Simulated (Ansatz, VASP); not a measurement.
MgO: VASP beside Ansatz

```
CELL_PARAMETERS angstrom
3.30347 0.00000 0.00000
-1.65173 2.86089 0.00000
0.00000 0.00000 5.01939
ATOMIC_POSITIONS crystal
Mg 0.31154 0.66667 0.00366
Mg 0.68846 0.33333 0.50366
O 0.35355 0.66667 0.40094
O 0.64645 0.33333 0.90094
```

Change from the starting cell: mode 4 frozen in at -0.072 Å and mode 5 at -0.000 Å (largest displacements).

Alike in both runs: task single point; functional PBEsol; k mesh 9 × 9 × 6; occupations gaussian, width 0.05 eV; no spin polarisation.

|  | VASP | Ansatz |
| --- | --- | --- |
| version | VASP 6.6.1 | Ansatz 0.2.0 |
| potentials or method | VASP PAW PBE potentials, release 64 (Mg, O), cutoff 520 eV | scalar-relativistic, plane waves, PAW |
| valence electrons in the cell | 16 | 32 |

```tsv
	VASP	Ansatz	Ansatz less VASP
gap on the k mesh at the Fermi level (eV)	3.32	3.32	+0.005
least direct gap on the mesh (eV)	3.32	3.32	+0.005
pressure (GPa)	-0.4	-0.1	+0.31
traceless stress, the component that is largest in VASP (GPa)	-0.24	-0.22	+0.015
rms of the force components (eV/Å)	0.115	0.114	-0.0013
```

VASP's potentials were made for PBE, not for PBEsol, and Ansatz warns of the same on its side. Atom by atom the forces differ by 0.002 eV/Å (rms over components). The functional is the same, so the differences come from potentials, cutoffs and numerics. VASP's potentials hold 16 valence electrons a cell and Ansatz's 32, so a difference there can come from the potentials and not from the codes.
